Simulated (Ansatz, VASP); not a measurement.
**Co: VASP beside Ansatz**

The input INCAR:

```
SYSTEM = Co
PREC     = Accurate       ! precision mode
ENCUT    = 520            ! plane-wave cutoff, eV
EDIFF    = 1E-6           ! SCF threshold, eV
ISMEAR   = 0              ! smearing method
SIGMA    = 0.1            ! smearing width, eV
LREAL    = .False.        ! projectors in reciprocal space
LASPH    = .True.         ! aspherical terms in the spheres
NELM     = 150            ! most SCF steps
ALGO     = Normal         ! electronic algorithm
ISIF     = 2              ! what is computed and relaxed
LWAVE    = .False.        ! write WAVECAR
LCHARG   = .False.        ! write CHGCAR
ISPIN    = 2              ! spin polarisation
MAGMOM   = 3 3            ! initial moments
LORBIT   = 11             ! projections on sites
LMAXMIX  = 4              ! l up to which the mixer works
GGA      = PE             ! functional
NBANDS   = 20             ! bands
```

File KPOINTS:

```
Automatic mesh
0
Gamma
  7 14 14
  0 0 0
```

The input POSCAR:

```
Co
1.0
    0.0000000000      3.5979000000      3.5979000000
    1.7989500000      0.0000000000      1.7989500000
    1.7989500000      1.7989500000      0.0000000000
Co
2
Direct
    0.0000000000      0.0000000000      0.0000000000
    0.5000000000      0.0000000000      0.0000000000
```

Input for Ansatz:

```yaml
crystal:
  lattice:
    - [0.0, 3.5979, 3.5979]
    - [1.79895, 0.0, 1.79895]
    - [1.79895, 1.79895, 0.0]
  atoms:
    - { symbol: Co, position: [0.0, 0.0, 0.0], spin: 3.0 }
    - { symbol: Co, position: [0.5, 0.0, 0.0], spin: 3.0 }
magnetization:
  spin_polarized: true
hamiltonian:
  xc: pbe
  pseudopotentials: { kind: paw }
basis:
  ecutwfc: 420
kpoints:
  mp_grid: { grid: [7, 14, 14] }
scf:
  occupations: { method: gaussian, width: 0.1 }
  lower_state_search: "off"
output:
  forces: true
  stress: true
```

Alike in both runs: task single point; functional PBE; k mesh 7 × 14 × 14; occupations gaussian, width 0.1 eV; collinear spin.

|  | VASP | Ansatz |
| --- | --- | --- |
| version | VASP 6.6.1 | Ansatz 0.2.0 |
| potentials or method | VASP PAW PBE potentials, release 64 (Co), cutoff 520 eV | PAW, plane waves, scalar-relativistic |
| valence electrons in the cell | 18 | 34 |

|  | VASP | Ansatz | Ansatz less VASP |
| --- | --- | --- | --- |
| pressure (GPa) | -11.5 | -11.1 | +0.47 |
| net moment per atom (μB) | 1.73 | 1.74 | +0.011 |
| size of the moment on the site where the two differ most (μB) | 1.76 | 1.81 | +0.057 |

Site moments also hang on the region over which each program counts them. VASP's potentials hold 18 valence electrons a cell and Ansatz's 34, so a difference there can come from the potentials and not from the codes.
